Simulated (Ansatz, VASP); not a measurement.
## One calculation of Se, two programs

```
Se
1.0
     0.00000    2.46917    2.46917
     2.46917    0.00000    2.46917
     2.46917    2.46917    0.00000
Se
2
Direct
  0.87500 0.87500 0.87500
  0.12500 0.12500 0.12500
```

Change from the starting cell: volume scaled by 0.5, LAPW.

Alike in both runs: task single point; functional PBEsol; k mesh 11 × 11 × 11; occupations fermi-dirac, width 0.08 eV; no spin polarisation.

|  | VASP | Ansatz |
| --- | --- | --- |
| version | VASP 6.6.1 | Ansatz 0.2.0 |
| potentials or method | VASP PAW PBE potentials, release 64 (Se), cutoff 520 eV | all-electron LAPW, scalar-relativistic |

```csv
,VASP,Ansatz,Ansatz less VASP
pressure (GPa),119.4,117.3,-2.16
```

VASP's potentials were made for PBE, not for PBEsol. Both programs put the cell under a high pressure, so it lies far from rest at this level. Ansatz ran all-electron here, and VASP with PAW potentials.

Noted on VASP's run: the cell as given lies far from equilibrium.
